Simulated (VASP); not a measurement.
A run of VASP 6.6.1 is set up as follows.

Contents of INCAR:

```
ALGO = Normal
EDIFF = 1E-6
EDIFFG = -0.005
ENCUT = 600
IBRION = 2
ISIF = 3
ISMEAR = -1
LASPH = T
LCHARG = F
LREAL = F
LWAVE = F
NELM = 100
NSW = 60
PREC = Accurate
PSTRESS = 3900.0
SIGMA = 0.1
```

File KPOINTS:

```
k-points
0
Gamma
  25 25 25
```

Contents of POSCAR:

```
C
1.0
    1.5294053710      0.0000000000      0.0000000000
    0.0000000000      1.5294053710      0.0000000000
    0.0000000000      0.0000000000      1.5294053710
C
1
Direct
    0.0000000000      0.0000000000      0.0000000000
```

Potentials or basis: VASP PAW LDA potentials, release 64 (C).

The run is started by

```bash
$ cat potpaw_LDA.64/C/POTCAR > POTCAR
$ mpirun -np 1 vasp_std > vasp.out
```

Q: What does it give for the band gap on the k mesh?

A: Zero (band 2 reaches 34.23 eV, above the bottom of band 3 at 18.53 eV).

Q: What does it give for the space group after relaxing (to 0.05 Å)?

A: Pm-3m (No. 221).

Q: What does it give for the relaxed cell?

A: a = 1.504 Å, b = 1.504 Å, c = 1.504 Å, α = 90.00°, β = 90.00°, γ = 90.00°.

Step by step:
```
step  energy change (eV)  largest force (eV/Å)  pressure (GPa)  volume (Å³)
   1              0.0000                0.0000          315.32         3.58
   2              2.6320                0.0000          825.15         2.78
   3              0.3455                0.0000          382.39         3.42
   4              0.3799                0.0000          389.04         3.40
   5              0.3882                0.0000          390.56         3.40
   6              0.3762                0.0000          388.32         3.41
   7              0.3852                0.0000          390.06         3.40
```

Caveat: the cell is relaxed towards a set pressure, so the enthalpy falls and the energy may rise.
